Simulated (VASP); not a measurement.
# Hf2ZrS6 (R-3) in VASP: single point with PBE

Aim: the single point of Hf2ZrS6 with PBE.

Program: VASP 6.6.1. These are calculated values, not measurements. Logs are shortened: lines on timing, memory, paths and dates and some standing lists are left out, and cuts for length are marked.

### 1 The cell of the first run

The structure is trigonal, space group R-3 (No. 148). The conventional cell has a = 6.344 Å, b = 6.344 Å, c = 20.474 Å, α = 90.00°, β = 90.00°, γ = 120.00°. Within 3.4 Å of Zr (site symmetry -3) lie 6 S at 2.57 Å. Within 3.4 Å of Hf (site symmetry 3) lie 6 S at 2.56 Å. Within 3.4 Å of S (site symmetry 1) lie 2 Hf at 2.56 Å and 1 Zr at 2.57 Å.

### 2 Single point, PBE

The input, INCAR:

```
PREC = Accurate ; ENCUT = 520
EDIFF = 1E-7 ; ISMEAR = 0
SIGMA = 0.02 ; LREAL = F
LASPH = T ; NELM = 80
ALGO = Normal ; ISIF = 2
LWAVE = F ; LCHARG = F
GGA = PE ; NBANDS = 44
```

The input, KPOINTS:

```
regular mesh
0
Gamma
  6 6 6
```

The input, POSCAR:

```
Hf2ZrS6
1.0
    3.1721361570      1.8314336661      6.8246966552
   -3.1721361570      1.8314336661      6.8246966552
    0.0000000000     -3.6628673264      6.8246966568
Zr Hf S
1 2 6
Direct
    0.5000000000      0.5000000000      0.5000000000
    0.8333331293      0.8333331293      0.8333331293
    0.1666668707      0.1666668707      0.1666668707
    0.4293185737      0.0936505944      0.7649887417
    0.0936505944      0.7649887417      0.4293185737
    0.7649887417      0.4293185737      0.0936505944
    0.2350112583      0.5706814263      0.9063494056
    0.9063494056      0.2350112583      0.5706814263
    0.5706814263      0.9063494056      0.2350112583
```

Potentials or basis: VASP PAW PBE potentials, release 64 (Zr_sv, Hf_pv, S).

On the command line:

```console
cat potpaw_PBE.64/Zr_sv/POTCAR potpaw_PBE.64/Hf_pv/POTCAR potpaw_PBE.64/S/POTCAR > POTCAR
mpirun -np 1 vasp_std > vasp.out
```

OUTCAR:

```text
PREC = Accurate
   ENCUT = 520
   EDIFF = 1E-7
   ISMEAR = 0
   LREAL = F
   LASPH = T
   NELM = 80
   ISIF = 2
   GGA = PE

 ion  position               nearest neighbor table
   1  0.500  0.500  0.500-   5 2.57   8 2.57   4 2.57   9 2.57   6 2.57   7 2.57   3 3.66   3 3.66
                             2 3.66   2 3.66   3 3.66   2 3.66
   2  0.833  0.833  0.833-   7 2.56   8 2.56   9 2.56   4 2.56   6 2.56   5 2.56   1 3.66   1 3.66
                             3 3.66   3 3.66   1 3.66   3 3.66
   3  0.167  0.167  0.167-   6 2.56   5 2.56   4 2.56   9 2.56   7 2.56   8 2.56   1 3.66   1 3.66
                             2 3.66   2 3.66   1 3.66   2 3.66
   4  0.429  0.094  0.765-   3 2.56   2 2.56   1 2.57
   5  0.094  0.765  0.429-   3 2.56   2 2.56   1 2.57
   6  0.765  0.429  0.094-   3 2.56   2 2.56   1 2.57
   7  0.235  0.571  0.906-   2 2.56   3 2.56   1 2.57
   8  0.906  0.235  0.571-   2 2.56   3 2.56   1 2.57
   9  0.571  0.906  0.235-   2 2.56   3 2.56   1 2.57

  LATTYP: Found a trigonal (rhomboedric) cell.
 ALAT       =     7.7455200928
 COS(alpha) =     0.6645463928

  Lattice vectors:

 A1 = (   3.1721361570,   1.8314336661,   6.8246966552)
 A2 = (  -3.1721361570,   1.8314336661,   6.8246966552)
 A3 = (   0.0000000000,  -3.6628673264,   6.8246966568)

Analysis of symmetry for initial positions (statically):
=====================================================================
 Subroutine PRICEL returns:
 Original cell was already a primitive cell.

 Routine SETGRP: Setting up the symmetry group for a
 trigonal (rhombohedral) supercell.

 Subroutine GETGRP returns: Found  6 space group operations
 (whereof  6 operations were pure point group operations)
 out of a pool of 12 trial point group operations.

The static configuration has the point symmetry S_6 .

Analysis of symmetry for dynamics (positions and initial velocities):
=====================================================================
 Subroutine PRICEL returns:
 Original cell was already a primitive cell.

 Routine SETGRP: Setting up the symmetry group for a
 trigonal (rhombohedral) supercell.

 Subroutine GETGRP returns: Found  6 space group operations
 (whereof  6 operations were pure point group operations)
 out of a pool of 12 trial point group operations.

The dynamic configuration has the point symmetry S_6 .

 Subroutine INISYM returns: Found  6 space group operations
 (whereof  6 operations are pure point group operations),
 and found     1 'primitive' translations

----------------------------------------------------------------------------------------

                                     Primitive cell

  volume of cell :     237.8908

  direct lattice vectors                    reciprocal lattice vectors
     3.172136157  1.831433666  6.824696655     0.157622490  0.091003387  0.048842220
    -3.172136157  1.831433666  6.824696655    -0.157622490  0.091003387  0.048842220
     0.000000000 -3.662867326  6.824696657     0.000000000 -0.182006774  0.048842220

  length of vectors
     7.745520093  7.745520093  7.745520093     0.188446354  0.188446354  0.188446354

  position of ions in fractional coordinates (direct lattice)
     0.500000000  0.500000000  0.500000000
     0.833333129  0.833333129  0.833333129
     0.166666871  0.166666871  0.166666871
     0.429318574  0.093650594  0.764988742
     0.093650594  0.764988742  0.429318574
     0.764988742  0.429318574  0.093650594
     0.235011258  0.570681426  0.906349406
     0.906349406  0.235011258  0.570681426
     0.570681426  0.906349406  0.235011258

  ion indices of the primitive-cell ions
   primitive index   ion index
                 1           1
                 2           2
                 3           3
                 4           4
                 5           5
                 6           6
                 7           7
                 8           8
                 9           9

----------------------------------------------------------------------------------------

 KPOINTS: regular mesh

Automatic generation of k-mesh.
 Grid dimensions read from file:
 generate k-points for:    6    6    6

 Generating k-lattice:

  Cartesian coordinates                     Fractional coordinates (reciprocal lattice)
     0.026270415  0.015167231  0.008140370     0.166666667 -0.000000000 -0.000000000
    -0.026270415  0.015167231  0.008140370    -0.000000000  0.166666667 -0.000000000
     0.000000000 -0.030334462  0.008140370    -0.000000000 -0.000000000  0.166666667

  Length of vectors
     0.031407726  0.031407726  0.031407726

  Shift w.r.t. Gamma in fractional coordinates (k-lattice)
     0.000000000  0.000000000  0.000000000

 Subroutine IBZKPT returns following result:
 ===========================================

 Found     40 irreducible k-points:

 Following reciprocal coordinates:
            Coordinates               Weight
  0.000000  0.000000  0.000000      1.000000
  0.166667  0.000000 -0.000000      6.000000
  0.333333  0.000000  0.000000      6.000000
  0.500000  0.000000 -0.000000      3.000000
  0.166667  0.166667 -0.000000      6.000000
  0.333333  0.166667 -0.000000      6.000000
[... 16 lines left out ...]
  0.333333  0.333333  0.166667      6.000000
  0.500000  0.333333  0.166667      6.000000
 [... further k-points ...]
   k-points           NKPTS =     40   k-points in BZ     NKDIM =     40   number of bands    NBANDS=     44
   number of dos      NEDOS =    301   number of ions     NIONS =      9
   total plane-waves  NPLWV = 216000
   dimension x,y,z NGX =    60 NGY =   60 NGZ =   60
   dimension x,y,z NGXF=   120 NGYF=  120 NGZF=  120
   ions per type =               1   2   6
   NGX,Y,Z   is equivalent  to a cutoff of  12.88, 12.88, 12.88 a.u.
   NGXF,Y,Z  is equivalent  to a cutoff of  25.76, 25.76, 25.76 a.u.
 SYSTEM =  unknown system
   PREC   = accura    normal or accurate (medium, high low for compatibility)
   ISTART =      0    job   : 0-new  1-cont  2-samecut
   ICHARG =      2    charge: 1-file 2-atom 10-const
   ISPIN  =      1    spin polarized calculation?
   LNONCOLLINEAR =      F non collinear calculations
   LSORBIT =      F    spin-orbit coupling
   LASPH  =      T    aspherical Exc in radial PAW
   ENCUT  =  520.0 eV  38.22 Ry    6.18 a.u.  14.40 14.40 14.40*2*pi/ulx,y,z
   NELM   =     80;   NELMIN=  2; NELMDL= -5     # of ELM steps
   EDIFF  = 0.1E-06   stopping-criterion for ELM
   LREAL  =      F    real-space projection
   EDIFFG = 0.1E-05   stopping-criterion for IOM
   NSW    =      0    number of steps for IOM
   IBRION =     -1    ionic relax: 0-MD 1-quasi-New 2-CG
   NFREE  =      0    steps in history (QN), initial steepest desc. (CG)
   ISIF   =      2    stress and relaxation
   ISYM   =      2    0-nonsym 1-usesym 2-fastsym
   POTIM  = 0.5000    time-step for ionic-motion
   TEBEG  =    0.0;   TEEND  =   0.0 temperature during run
   PSTRESS=    0.0 pullay stress
   NELECT =      68.0000    total number of electrons
   NUPDOWN=      -1.0000    fix difference up-down
   EMIN   =  10.00;   EMAX   =-10.00  energy-range for DOS
   EFERMI =   0.00;   METHOD = LEGACY
   ISMEAR =     0;   SIGMA  =   0.02  broadening in eV -4-tet -1-fermi 0-gaus
   EFERMI_NEDOS =   21; number of points for ismear=-14 and -15
   IALGO  =     38    algorithm
   IMIX   =      4    mixing-type and parameters
     AMIX     =   0.40;   BMIX     =  1.00
     AMIX_MAG =   1.60;   BMIX_MAG =  1.00
  volume/ion in A,a.u.               =      26.43       178.37
  Fermi-wavevector in a.u.,A,eV,Ry     =   1.078413  2.037906 15.823241  1.162975
  Thomas-Fermi vector in A             =   2.214351
   LORBIT       =      0    0 simple, 1 ext, 2 COOP (PROOUT), +10 PAW based schemes
   GGA     = PE    functional components
   LHFCALC =     F    Hartree Fock is set to
   AEXX    =    0.0000 exact exchange contribution
   IVDW    =     0    specifies the selected vdW correction
   LEPSILON=     F    determine dielectric tensor
   LRPA    =     F    only Hartree local field effects (RPA)
 non-spin polarized calculation
 Gauss-broadening in eV      SIGMA  =   0.02
  energy-cutoff  :      520.00
  volume of cell :      237.89
 maximum number of plane-waves:      6452
 NGX is ok and might be reduce to    60
   NGX = 29   NGY = 29   NGZ = 29

 number of electron      68.0000000 magnetization

 Free energy of the ion-electron system (eV)
  ---------------------------------------------------
  ext. energy  EPLUGINS =         0.00000000
  ---------------------------------------------------
  free energy    TOTEN  =       -67.30243501 eV

  energy without entropy =      -67.30243501  energy(sigma->0) =      -67.30243501

 E-fermi :   2.2422     XC(G=0):  -8.6265

 val. band max:        2.1022973014   @ k =   0.0000   0.0000   0.0000
 cond. band min:       3.3081935916   @ k =   0.5000   0.0000  -0.0000
 fundamental gap:      1.2058962902
 Fermi energy:         2.2422166923

 k-point     1 :       0.0000    0.0000    0.0000
  band No.  band energies     occupation
      1     -46.8413      2.00000
      2     -28.5634      2.00000
      3     -28.5634      2.00000
      4     -28.5371      2.00000
      5     -28.5116      2.00000
      6     -28.4846      2.00000
[... 36 lines left out ...]
     43       5.6874      0.00000
     44       7.4396      0.00000

 k-point     2 :       0.1667    0.0000   -0.0000
  band No.  band energies     occupation
      1     -46.8413      2.00000
      2     -28.5656      2.00000
      3     -28.5598      2.00000
      4     -28.5356      2.00000
      5     -28.5132      2.00000
      6     -28.4881      2.00000
[... 36 lines left out ...]
     43       5.9274      0.00000
     44       7.0997      0.00000

 k-point     3 :       0.3333    0.0000    0.0000
  band No.  band energies     occupation
      1     -46.8413      2.00000
      2     -28.5697      2.00000
      3     -28.5506      2.00000
      4     -28.5317      2.00000
      5     -28.5170      2.00000
      6     -28.4972      2.00000
[... 36 lines left out ...]
     43       6.1068      0.00000
     44       6.9553      0.00000

 k-point     4 :       0.5000    0.0000   -0.0000
  band No.  band energies     occupation
      1     -46.8413      2.00000
      2     -28.5716      2.00000
      3     -28.5439      2.00000
      4     -28.5287      2.00000
      5     -28.5199      2.00000
      6     -28.5037      2.00000
[... 882 lines left out ...]
     43       6.1021      0.00000
     44       7.0212      0.00000

 k-point    23 :       0.3333    0.3333    0.1667
  band No.  band energies     occupation
      1     -46.8413      2.00000
      2     -28.5656      2.00000
      3     -28.5598      2.00000
      4     -28.5356      2.00000
      5     -28.5132      2.00000
      6     -28.4881      2.00000
[... 36 lines left out ...]
     43       5.9531      0.00000
     44       7.0656      0.00000

 k-point    24 :       0.5000    0.3333    0.1667
  band No.  band energies     occupation
      1     -46.8413      2.00000
      2     -28.5690      2.00000
      3     -28.5526      2.00000
      4     -28.5328      2.00000
      5     -28.5159      2.00000
      6     -28.4954      2.00000
[... 36 lines left out ...]
     43       6.0929      0.00000
     44       6.8389      0.00000

 [... further k-points ...]

------------------------ aborting loop because EDIFF is reached ----------------------------------------

  FORCE on cell =-STRESS in cart. coord.  units (eV):
  Direction    XX          YY          ZZ          XY          YZ          ZX
  --------------------------------------------------------------------------------------
  -------------------------------------------------------------------------------------
  Total       -0.5501998     -0.5501998     -0.4118411     -0.0000000      0.0000000      0.0000000
  in kB       -3.7055562     -3.7055562     -2.7737202     -0.0000002      0.0000000      0.0000000
  external PRESSURE =      -3.3949442 kB  Pullay stress =       0.0000000 kB

 VOLUME and BASIS-vectors are now :
 -----------------------------------------------------------------------------
  energy-cutoff  :      520.00
  volume of cell :      237.89
      direct lattice vectors                 reciprocal lattice vectors
     3.172136157  1.831433666  6.824696655     0.157622490  0.091003387  0.048842220
    -3.172136157  1.831433666  6.824696655    -0.157622490  0.091003387  0.048842220
     0.000000000 -3.662867326  6.824696657     0.000000000 -0.182006774  0.048842220

 POSITION                                       TOTAL-FORCE (eV/Angst)
 -----------------------------------------------------------------------------------
      0.00000      0.00000     10.23704         0.000000      0.000000     -0.000000
      0.00000      0.00000     17.06174         0.000000     -0.000000     -0.000017
      0.00000      0.00000      3.41235         0.000000      0.000000      0.000017
      1.06478     -1.84427      8.78992         0.017587     -0.030382      0.041063
     -2.12958      0.00000      8.78992        -0.035105     -0.000040      0.041063
      1.06479      1.84426      8.78992         0.017518      0.030422      0.041063
     -1.06479     -1.84426     11.68417        -0.017518     -0.030422     -0.041063
      2.12958     -0.00000     11.68417         0.035105      0.000040     -0.041063
     -1.06478      1.84427     11.68417        -0.017587      0.030382     -0.041063
 -----------------------------------------------------------------------------------
    total drift:                               -0.000000      0.000000     -0.000000

  FREE ENERGIE OF THE ION-ELECTRON SYSTEM (eV)
  ---------------------------------------------------
  free  energy   TOTEN  =       -67.3024350055 eV

  energy  without entropy=      -67.3024350055  energy(sigma->0) =      -67.30243501
```

It took 12 min on 1 thread of Intel Xeon Platinum 8259CL at 2.50GHz (Skylake/Cascade Lake), shared host; peak memory 0.73 GiB.

What came out:

- Free energy: -67.3024 eV
- Pressure: -0.3 GPa
- Largest force: 0.054 eV/Å
- Band gap on the k mesh: 1.21 eV (least direct gap 1.67 eV)

Forces in eV/Å, atoms in the order of the input:
```
Zr   0.000  0.000  0.000
Hf   0.000  0.000  0.000
Hf   0.000  0.000  0.000
S    0.018 -0.030  0.041
S   -0.035  0.000  0.041
S    0.018  0.030  0.041
S   -0.018 -0.030 -0.041
S    0.035  0.000 -0.041
S   -0.018  0.030 -0.041
```

Levels at points of the mesh, in eV from the valence-band top:
```csv
k point,band 32,band 33,band 34,band 35,band 36,band 37
"(0.00, 0.00, 0.00)",-0.45,0.00,0.00,1.92,1.92,2.32
"(0.50, 0.00, 0.00)",-0.99,-0.49,-0.46,1.21,2.13,2.41
"(0.50, 0.50, 0.00)",-1.03,-0.56,-0.53,1.30,2.17,2.37
"(0.50, 0.50, 0.50)",-1.16,-0.02,-0.02,1.91,1.91,2.36
```

Caveat: spin-orbit coupling is left out, which moves the levels of the heavy elements. A k mesh can miss the band edges.
